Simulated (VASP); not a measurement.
# H11C2NO4 in VASP: notebook, part 2 of 2

VASP 6.6.1. The steps go on from the part before.

### Step 3. Single point, PBE+D3(BJ)

Input file INCAR:

```
SYSTEM = H11C2NO4
ALGO = Normal
EDIFF = 1E-6
ENCUT = 1000
GGA = PE
GGA_COMPAT = .False.
ISIF = 2
ISMEAR = -1
IVDW = 12
LASPH = .True.
LCHARG = .False.
LREAL = Auto
LWAVE = .False.
NBANDS = 39
NELM = 120
PREC = Accurate
SIGMA = 0.05
```

Input file KPOINTS:

```
k-points
0
Gamma
  1 1 1
  0 0 0
```

Input file POSCAR:

```
H11C2NO4
1.0
    5.9154820000      0.0000000000      0.0000000000
    0.0000000000      5.9154820000      0.0000000000
    0.0000000000      0.0000000000      5.9154820000
O H C N
4 11 2 1
Direct
    0.6647288597      0.5680665481      0.4660780515
    0.4022621682      0.2280803053      0.5365484987
    0.4238592201      0.8320212926      0.7492021202
   -0.0057846573      0.3773861270      0.7427275922
    0.6505730094      0.6203401859      0.3107267632
    0.5664619833      0.4273273454      0.4773867383
    0.4400626416      0.0942470560      0.6319973414
    0.2998544391      0.1576170293      0.4243683361
    0.2671006450      0.7883062403      0.7235478431
    0.5119545945      0.7334225466      0.6440099979
   -0.0944614792      0.4372099622      0.6148330741
    0.1414665736      0.3347757149      0.6785425317
    0.6757820291      0.8396081120      1.0063432655
    0.8955695348      0.9174200063      0.8184129875
    0.9037187678      0.6423137828      0.9480271256
    0.8585322812      0.8219305435      0.9757667680
    0.9867066139      0.9167096249      1.1574179264
    1.0914123754      0.9922472767      1.3049008388
```

Potentials or basis: VASP PAW PBE potentials, release 64 (O_h, H_h, C_h, N_h).

Run with:

```
> cat potpaw_PBE.64/O_h/POTCAR potpaw_PBE.64/H_h/POTCAR potpaw_PBE.64/C_h/POTCAR potpaw_PBE.64/N_h/POTCAR > POTCAR
> mpirun -np 1 vasp_gam > vasp.out
```

OUTCAR:

```text
SYSTEM = H11C2NO4
   EDIFF = 1E-6
   ENCUT = 1000
   GGA = PE
   ISIF = 2
   ISMEAR = -1
   IVDW = 12
   LASPH = .True.
   LREAL = Auto
   NELM = 120
   PREC = Accurate
 IVDW          = 12

 ion  position               nearest neighbor table
   1  0.665  0.568  0.466-   5 0.97   6 1.02
   2  0.402  0.228  0.537-   8 0.99   7 1.00
   3  0.424  0.832  0.749-   9 0.97  10 1.00
   4  0.994  0.377  0.743-  12 0.98  11 0.99
   5  0.651  0.620  0.311-   1 0.97
   6  0.566  0.427  0.477-   1 1.02
   7  0.440  0.094  0.632-   2 1.00
   8  0.300  0.158  0.424-   2 0.99
   9  0.267  0.788  0.724-   3 0.97
  10  0.512  0.733  0.644-   3 1.00
  11  0.906  0.437  0.615-   4 0.99
  12  0.141  0.335  0.679-   4 0.98
  13  0.676  0.840  0.006-  16 1.10
  14  0.896  0.917  0.818-  16 1.11
  15  0.904  0.642  0.948-  16 1.11
  16  0.859  0.822  0.976-  13 1.10  15 1.11  14 1.11  17 1.43
  17  0.987  0.917  0.157-  18 1.16  16 1.43
  18  0.091  0.992  0.305-  17 1.16

  LATTYP: Found a simple cubic cell.
 ALAT       =     5.9154820000

  Lattice vectors:

 A1 = (   5.9154820000,   0.0000000000,   0.0000000000)
 A2 = (   0.0000000000,   5.9154820000,   0.0000000000)
 A3 = (   0.0000000000,   0.0000000000,   5.9154820000)

Analysis of symmetry for initial positions (statically):
=====================================================================
 Subroutine PRICEL returns:
 Original cell was already a primitive cell.

 Routine SETGRP: Setting up the symmetry group for a
 simple cubic supercell.

 Subroutine GETGRP returns: Found  1 space group operations
 (whereof  1 operations were pure point group operations)
 out of a pool of 48 trial point group operations.

The static configuration has the point symmetry C_1 .

Analysis of symmetry for dynamics (positions and initial velocities):
[... 141 lines left out ...]
  Fermi-wavevector in a.u.,A,eV,Ry     =   1.005769  1.900629 13.763275  1.011572
  Thomas-Fermi vector in A             =   2.138470
   LORBIT       =      0    0 simple, 1 ext, 2 COOP (PROOUT), +10 PAW based schemes
   GGA     = PE    functional components
   LHFCALC =     F    Hartree Fock is set to
   AEXX    =    0.0000 exact exchange contribution
   IVDW    =    12    specifies the selected vdW correction
   LEPSILON=     F    determine dielectric tensor
   LRPA    =     F    only Hartree local field effects (RPA)
 non-spin polarized calculation
  energy-cutoff  :     1000.00
  volume of cell :      207.00
 maximum number of plane-waves:      7398
 NGX is ok and might be reduce to    64
   NGX = 31   NGY = 31   NGZ = 31

 number of electron      47.9999999 magnetization

 Free energy of the ion-electron system (eV)
  ---------------------------------------------------
  ext. energy  EPLUGINS =         0.00000000
  ---------------------------------------------------
  free energy    TOTEN  =       -95.74806123 eV

  energy without entropy =      -95.74806123  energy(sigma->0) =      -95.74806123

 E-fermi :  -1.9996     XC(G=0):  -6.5046

 val. band max:       -3.2321400882   @ k =   0.0000   0.0000   0.0000
 cond. band min:       1.6583699942   @ k =   0.0000   0.0000   0.0000
 fundamental gap:      4.8905100824
 Fermi energy:        -1.9996167835

 k-point     1 :       0.0000    0.0000    0.0000
  band No.  band energies     occupation
      1     -22.3992      2.00000
      2     -21.7592      2.00000
      3     -21.5521      2.00000
      4     -20.9286      2.00000
      5     -19.5841      2.00000
      6     -15.7951      2.00000
[... 28 lines left out ...]
     35       7.5358      0.00000
     36       8.0767      0.00000
 [bands above 36 left out]

------------------------ aborting loop because EDIFF is reached ----------------------------------------

 Edisp (eV)   -0.66481

 E8    (eV) :    -0.1441

  FORCE on cell =-STRESS in cart. coord.  units (eV):
  Direction    XX          YY          ZZ          XY          YZ          ZX
  --------------------------------------------------------------------------------------
  -------------------------------------------------------------------------------------
  Total       0.67255     0.26334     0.29022     0.23639     0.77707     1.09923
  in kB       5.20549     2.03822     2.24626     1.82966     6.01450     8.50803
  external pressure =        3.16 kB  Pullay stress =        0.00 kB

 VOLUME and BASIS-vectors are now :
 -----------------------------------------------------------------------------
  energy-cutoff  :     1000.00
  volume of cell :      207.00
      direct lattice vectors                 reciprocal lattice vectors
     5.915482000  0.000000000  0.000000000     0.169047932  0.000000000  0.000000000
     0.000000000  5.915482000  0.000000000     0.000000000  0.169047932  0.000000000
     0.000000000  0.000000000  5.915482000     0.000000000  0.000000000  0.169047932

 POSITION                                       TOTAL-FORCE (eV/Angst)
 -----------------------------------------------------------------------------------
      3.93219      3.36039      2.75708        -0.132088      0.039720     -0.206446
      2.37957      1.34920      3.17394         0.048600      0.061388      0.021516
      2.50733      4.92181      4.43189        -0.295614     -0.044674     -0.049375
      5.88126      2.23242      4.39359        -0.047781      0.119710     -0.164861
      3.84845      3.66961      1.83810         0.064831     -0.116834      0.175915
      3.35090      2.52785      2.82397         0.026879     -0.017244     -0.022674
[... 10 lines left out ...]
      5.83685      5.42278      0.93120        -0.014214     -0.030933     -0.099958
      0.54075      5.86962      1.80364         0.011875      0.019487      0.040954
 -----------------------------------------------------------------------------------
    total drift:                                0.004030      0.001221     -0.001280

  FREE ENERGIE OF THE ION-ELECTRON SYSTEM (eV)
  ---------------------------------------------------
  free  energy   TOTEN  =       -96.4128689532 eV

  energy  without entropy=      -96.4128689532  energy(sigma->0) =      -96.41286895
```

OSZICAR:

```text
N       E                     dE             d eps       ncg     rms          rms(c)
DAV:   1     0.534900613934E+03    0.53490E+03   -0.34078E+04    78   0.184E+03
DAV:   2     0.400063780208E+01   -0.53090E+03   -0.48064E+03   101   0.318E+02
DAV:   3    -0.100380712402E+03   -0.10438E+03   -0.10259E+03   100   0.144E+02
DAV:   4    -0.105020517288E+03   -0.46398E+01   -0.46051E+01   100   0.326E+01
DAV:   5    -0.105165582342E+03   -0.14507E+00   -0.14483E+00   100   0.551E+00    0.180E+01
DAV:   6    -0.965063022756E+02    0.86593E+01   -0.21323E+01   100   0.222E+01    0.720E+00
DAV:   7    -0.959253827094E+02    0.58092E+00   -0.19515E+00   100   0.676E+00    0.419E+00
DAV:   8    -0.957556573248E+02    0.16973E+00   -0.39183E-01   100   0.377E+00    0.128E+00
DAV:   9    -0.957451021092E+02    0.10555E-01   -0.54413E-02   100   0.140E+00    0.408E-01
DAV:  10    -0.957473938617E+02   -0.22918E-02   -0.19464E-02   100   0.902E-01    0.219E-01
DAV:  11    -0.957481564757E+02   -0.76261E-03   -0.51620E-03    92   0.443E-01    0.724E-02
DAV:  12    -0.957482531342E+02   -0.96658E-04   -0.66170E-04    92   0.162E-01    0.442E-02
DAV:  13    -0.957480958221E+02    0.15731E-03   -0.15057E-04    92   0.871E-02    0.136E-02
DAV:  14    -0.957480701345E+02    0.25688E-04   -0.26261E-05   100   0.315E-02    0.782E-03
DAV:  15    -0.957480616122E+02    0.85223E-05   -0.65247E-06    92   0.170E-02    0.271E-03
DAV:  16    -0.957480612308E+02    0.38142E-06   -0.90659E-07    76   0.685E-03
   1 F= -.96412869E+02 E0= -.96412869E+02  d E =-.505281E-10
```

Run time: 40 s. Hardware: 1 thread of Intel Xeon Platinum 8488C (Sapphire Rapids), shared host; peak memory 0.54 GiB.

What came out:

- Free energy: -96.4129 eV
- Pressure: 0.3 GPa
- Largest force: 0.303 eV/Å
- Dispersion energy per atom: -0.037 eV

Forces in eV/Å, atoms in the order of the input:
```
O   -0.132  0.040 -0.206
O    0.049  0.061  0.022
O   -0.296 -0.045 -0.049
O   -0.048  0.120 -0.165
H    0.065 -0.117  0.176
H    0.027 -0.017 -0.023
H    0.016  0.009  0.013
H   -0.066  0.001 -0.011
H    0.140 -0.027  0.013
H    0.013  0.004 -0.012
H    0.132 -0.089  0.186
H   -0.004 -0.031  0.019
H    0.050  0.011 -0.025
H   -0.021  0.008  0.032
H   -0.018  0.083  0.025
C    0.096  0.001  0.064
C   -0.014 -0.031 -0.100
N    0.012  0.019  0.041
```

Caveat: the k points lie up to 1.06 Å⁻¹ apart, too coarse for converged energies, forces and pressures.
